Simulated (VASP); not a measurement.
# WSe2 (nc) (P6_3/mmc) in VASP: further runs, part 2 of 2

VASP 6.6.1. The steps go on from the part before.

## (3) Relaxation of cell and atoms, PBE+D3(BJ)

This run uses another cell than the first one, of 20.26 Å³/atom, 1.021 times its volume.

INCAR reads:

```
PREC = Accurate
ENCUT = 600
EDIFF = 1E-6
ISMEAR = 0
SIGMA = 0.02
LREAL = F
LASPH = T
NELM = 100
ALGO = Normal
ISIF = 3
LWAVE = F
LCHARG = F
GGA = PE
IVDW = 12
IBRION = 2
NSW = 100
EDIFFG = -0.002
```

KPOINTS reads:

```
Automatic mesh
0
Gamma
  9 9 2
```

POSCAR reads:

```
WSe2
1.0
    3.2900000000      0.0000000000      0.0000000000
   -1.6450000000      2.8492235785      0.0000000000
    0.0000000000      0.0000000000     12.9700000000
W Se
2 4
Direct
    0.3333333333      0.6666666667      0.2500000000
    0.6666666667      0.3333333333      0.7500000000
    0.3333333333      0.6666666667      0.6210000000
    0.6666666667      0.3333333333      0.1210000000
    0.3333333333      0.6666666667      0.8790000000
    0.6666666667      0.3333333333      0.3790000000
```

Potentials or basis: VASP PAW PBE potentials, release 64 (W_sv, Se).

On the command line:

```console
$ cat potpaw_PBE.64/W_sv/POTCAR potpaw_PBE.64/Se/POTCAR > POTCAR
$ mpirun -np 1 vasp_std > vasp.out
```

OUTCAR:

```text
PREC = Accurate
   ENCUT = 600
   EDIFF = 1E-6
   ISMEAR = 0
   LREAL = F
   LASPH = T
   NELM = 100
   ISIF = 3
   GGA = PE
   IVDW = 12
   IBRION = 2
   NSW = 100
   EDIFFG = -0.002
 IVDW          = 12

 ion  position               nearest neighbor table
   1  0.333  0.667  0.250-   4 2.53   6 2.53   4 2.53   6 2.53   4 2.53   6 2.53
   2  0.667  0.333  0.750-   3 2.53   5 2.53   3 2.53   5 2.53   3 2.53   5 2.53
   3  0.333  0.667  0.621-   2 2.53   2 2.53   2 2.53
   4  0.667  0.333  0.121-   1 2.53   1 2.53   1 2.53
   5  0.333  0.667  0.879-   2 2.53   2 2.53   2 2.53
   6  0.667  0.333  0.379-   1 2.53   1 2.53   1 2.53

  LATTYP: Found a hexagonal cell.
 ALAT       =     3.2900000000
 C/A-ratio  =     3.9422492401

  Lattice vectors:

 A1 = (   3.2900000000,   0.0000000000,   0.0000000000)
 A2 = (  -1.6450000000,   2.8492235785,   0.0000000000)
 A3 = (   0.0000000000,   0.0000000000,  12.9700000000)

Analysis of symmetry for initial positions (statically):
=====================================================================
 Subroutine PRICEL returns:
 Original cell was already a primitive cell.

 Routine SETGRP: Setting up the symmetry group for a
 hexagonal supercell.

 Subroutine GETGRP returns: Found 24 space group operations
 (whereof 12 operations were pure point group operations)
[... 166 lines left out ...]

 number of electron      51.9999998 magnetization

 Free energy of the ion-electron system (eV)
  ---------------------------------------------------
  ext. energy  EPLUGINS =         0.00000000
  ---------------------------------------------------
  free energy    TOTEN  =       -43.12908252 eV

  energy without entropy =      -43.12908252  energy(sigma->0) =      -43.12908252

------------------------ aborting loop because EDIFF is reached ----------------------------------------

 Edisp (eV)   -2.79099

 E8    (eV) :    -1.2448
[... 117 lines left out ...]
  FREE ENERGIE OF THE ION-ELECTRON SYSTEM (eV)
  ---------------------------------------------------
  free  energy   TOTEN  =       -45.9234623884 eV

  energy  without entropy=      -45.9234623884  energy(sigma->0) =      -45.92346239

[... ionic steps 4 to 9 ...]

--------------------------------------- Ionic step       10  -------------------------------------------

 number of electron      52.0000002 magnetization

------------------------ aborting loop because EDIFF is reached ----------------------------------------
[... 83 lines left out ...]
--------------------------------------- Ionic step       12  -------------------------------------------

 number of electron      52.0000002 magnetization

 Free energy of the ion-electron system (eV)
  ---------------------------------------------------
  ext. energy  EPLUGINS =         0.00000000
  ---------------------------------------------------
  free energy    TOTEN  =       -43.08443015 eV

  energy without entropy =      -43.08443015  energy(sigma->0) =      -43.08443015

 E-fermi :   6.7235     XC(G=0): -10.8889

 val. band max:        6.4988671665   @ k =   0.0000   0.0000   0.0000
 cond. band min:       7.4918522775   @ k =   0.2222   0.1111   0.0000
 fundamental gap:      0.9929851110
 Fermi energy:         6.7234861845

 k-point     1 :       0.0000    0.0000    0.0000
  band No.  band energies     occupation
      1     -67.8456      2.00000
      2     -67.8455      2.00000
      3     -32.0938      2.00000
      4     -32.0938      2.00000
      5     -31.9579      2.00000
      6     -31.9579      2.00000
[... 842 lines left out ...]
  FREE ENERGIE OF THE ION-ELECTRON SYSTEM (eV)
  ---------------------------------------------------
  free  energy   TOTEN  =       -45.9316709564 eV

  energy  without entropy=      -45.9316709564  energy(sigma->0) =      -45.93167096

 reached required accuracy - stopping structural energy minimisation
```

CONTCAR:

```text
WSe2
   1.00000000000000
     3.2812080624729725   -0.0000000000000000    0.0000000000000000
    -1.6406040312364862    2.8416095372527077    0.0000000000000000
     0.0000000000000000    0.0000000000000000   12.7960112265773933
  W               Se
     2     4
Direct
     0.3333333332999970    0.6666666667000030    0.2500000000000000
     0.6666666667000030    0.3333333332999970    0.7500000000000000
     0.3333333332999970    0.6666666667000030    0.6182265642820621
     0.6666666667000030    0.3333333332999970    0.1182265642820621
     0.3333333332999970    0.6666666667000030    0.8817734357179379
     0.6666666667000030    0.3333333332999970    0.3817734357179380

  0.00000000E+00  0.00000000E+00  0.00000000E+00
  0.00000000E+00  0.00000000E+00  0.00000000E+00
  0.00000000E+00  0.00000000E+00  0.00000000E+00
  0.00000000E+00  0.00000000E+00  0.00000000E+00
  0.00000000E+00  0.00000000E+00  0.00000000E+00
  0.00000000E+00  0.00000000E+00  0.00000000E+00
```

Wall time 8.8 min (1 thread of Intel Xeon 6975P-C (Granite Rapids), shared host); peak memory 0.35 GiB.

What came out:

```yaml
Free_energy: -45.9317 eV
Relaxed_volume: 19.88 Å³/atom
Relaxed_cell: a = 3.281 Å, b = 3.281 Å, c = 12.796 Å, α = 90.00°, β = 90.00°, γ = 120.00°
Space_group_after_relaxing_to_0.05_Å: P6_3/mmc (No. 194)
Energy_gained_by_relaxing: 1.9 meV/atom
Ionic_steps: 12
Pressure_after_relaxing: 0.0 GPa
Band_gap_on_the_k_mesh: 0.99 eV, indirect (least direct gap 1.56 eV)
Dispersion_energy_per_atom: -0.475 eV
```

The path:
| step | energy change (eV) | largest force (eV/Å) | pressure (GPa) | volume (Å³) |
| --- | --- | --- | --- | --- |
| 1 | 0.0000 | 0.2220 | 0.25 | 121.58 |
| 2 | -0.0001 | 0.1180 | -1.41 | 122.14 |
| 3 | -0.0034 | 0.0495 | -0.59 | 121.86 |
| 4 | -0.0061 | 0.0522 | 0.00 | 120.88 |
| 5 | -0.0061 | 0.0527 | 0.05 | 120.78 |
| 6 | -0.0079 | 0.0435 | 0.02 | 120.50 |
| 7 | -0.0113 | 0.0157 | 0.00 | 119.66 |
| 8 | -0.0116 | 0.0021 | 0.00 | 119.28 |
| 9 | -0.0116 | 0.0034 | 0.00 | 119.31 |
| 10 | -0.0116 | 0.0067 | -0.04 | 119.31 |
| 11 | -0.0116 | 0.0000 | -0.02 | 119.31 |
| 12 | -0.0116 | 0.0008 | 0.00 | 119.31 |

Final structure:
```yaml
crystal:
  lattice:
    - [3.28121, 0.00000, 0.00000]
    - [-1.64060, 2.84161, 0.00000]
    - [0.00000, 0.00000, 12.79601]
  atoms:
    - { symbol: W, position: [0.33333, 0.66667, 0.25000] }
    - { symbol: W, position: [0.66667, 0.33333, 0.75000] }
    - { symbol: Se, position: [0.33333, 0.66667, 0.61823] }
    - { symbol: Se, position: [0.66667, 0.33333, 0.11823] }
    - { symbol: Se, position: [0.33333, 0.66667, 0.88177] }
    - { symbol: Se, position: [0.66667, 0.33333, 0.38177] }
```

Levels at points of the mesh, in eV from the valence-band top:
| k point | band 22 | band 23 | band 24 | band 25 | band 26 | band 27 | band 28 | band 29 | band 30 | band 31 |
| --- | --- | --- | --- | --- | --- | --- | --- | --- | --- | --- |
| (0.00, 0.00, 0.00) | -1.45 | -1.45 | -1.19 | -0.96 | 0.00 | 2.62 | 2.62 | 2.67 | 2.68 | 2.69 |
| (0.00, 0.00, 0.50) | -1.49 | -1.49 | -1.49 | -0.20 | -0.20 | 2.62 | 2.62 | 2.62 | 2.62 | 2.84 |

Caveat: spin-orbit coupling is left out, which moves the levels of the heavy elements. A k mesh can miss the band edges.

## (4) Against experiment

Step 2. A measured gap of WSe2 is 1.3 eV (indirect; “Time-resolved XUV ARPES with tunable 24–33 eV laser pulses at 30 meV resolution”, 2019, pmc:6684652); the calculated 0.99 eV misses it by -0.31 eV. Spin-orbit coupling on Se, W is left out. The value is that of PBE+D3(BJ) on a finite k mesh, which can miss the band edges, without temperature or zero-point motion. Semilocal functionals fall short of measured gaps as a rule.
